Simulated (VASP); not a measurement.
LiF:

```xyz
2
Lattice="0.0000 2.0140 2.0140 2.0140 0.0000 2.0140 2.0140 2.0140 0.0000" Properties=species:S:1:pos:R:3 pbc="T T T"
Li    0.0000    0.0000    0.0000
F     2.0140    2.0140    2.0140
```

```yaml
Program: VASP 6.6.1
Task: relaxation of cell and atoms
Functional: r2SCAN
Potentials_or_basis: VASP PAW PBE potentials, release 64 (Li_sv, F)
Cutoff: 600 eV
k_mesh: 10 × 10 × 10
Occupations: gaussian, width 0.02 eV
Spin: no spin polarisation
```

At the start: pressure -3.2 GPa; volume 8.17 Å³/atom.

Question: Where does the relaxation end?

Answer: Over 4 steps the energy falls by 3.7 meV/atom and the volume is 7.84 Å³/atom (-4.0 %); space group Fm-3m (No. 225, to 0.1 Å) before and after.

Step by step:
```tsv
step	energy change (eV)	largest force (eV/Å)	pressure (GPa)	volume (Å³)
1	0.0000	0.0000	-3.25	16.34
2	-0.0060	0.0000	-1.48	15.95
3	-0.0072	0.0000	-0.38	15.75
4	-0.0073	0.0000	-0.01	15.68
```

Final structure:
```yaml
crystal:
  lattice:
    - [0.00000, 1.98676, 1.98676]
    - [1.98676, 0.00000, 1.98676]
    - [1.98676, 1.98676, 0.00000]
  atoms:
    - { symbol: Li, position: [0.00000, 0.00000, 0.00000] }
    - { symbol: F, position: [0.50000, 0.50000, 0.50000] }
```

Caveat: the cutoff is under 1.25 times the usual one of these potentials, so pressure, stress and relaxed cells hold a basis-set (Pulay) error; the PAW data sets were made with another functional, which shifts forces and pressure a little.
